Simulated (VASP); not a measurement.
Write the native input for VASP 6.6.1 that does the following.

- Task: electric field gradients
- Functional: PBE
- Potentials or basis: VASP PAW PBE potentials, release 64 (K_sv, Cl)
- Cutoff: 520 eV
- k mesh: 7 × 7 × 7
- Occupations: fermi-dirac, width 0.03 eV
- Spin: no spin polarisation
- Dipole correction: no
- Further INCAR settings: ALGO = Normal; EDIFF = 1e-08; NBANDS = 15

The structure of KCl lies in POSCAR:

```
KCl
1.0
    0.0000000000      3.1561000000      3.0614170000
    3.1561000000      0.0000000000      3.0614170000
    3.1561000000      3.1561000000      0.0000000000
K Cl
1 1
Direct
    0.0000000000      0.0000000000      0.0000000000
    0.5000000000      0.5000000000      0.5000000000
```

This cell differs from its parent crystal: zz strain of -3 %.

One way to write it, as run:

INCAR

```
SYSTEM = KCl
PREC = Accurate
ENCUT = 520
EDIFF = 1E-8
ISMEAR = -1
SIGMA = 0.03
LREAL = .FALSE.
LASPH = .TRUE.
NELM = 100
ALGO = Normal
ISIF = 2
LWAVE = .FALSE.
LCHARG = .FALSE.
GGA = PE
LEFG = .TRUE.
NBANDS = 15
```

KPOINTS

```
Automatic mesh
0
G
  7 7 7
  0 0 0
```

Potentials or basis: VASP PAW PBE potentials, release 64 (K_sv, Cl).

Launch:

```sh
$ cat potpaw_PBE.64/K_sv/POTCAR potpaw_PBE.64/Cl/POTCAR > POTCAR
$ mpirun -np 1 vasp_std > vasp.out
```

Results of the run:

The pressure is 1.3 GPa and the band gap on the k mesh is 5.24 eV, direct.

Caveat: the cell differs from its parent crystal (zz strain of -3 %); without QUAD_EFG the Cq values of the log hold for a quadrupole moment of 1 mb, not for the nuclei.

Wall time 20 s on 1 thread of Intel(R) Xeon(R) 6975P-C (Granite Rapids) (shared host), peak memory 0.2 GiB.
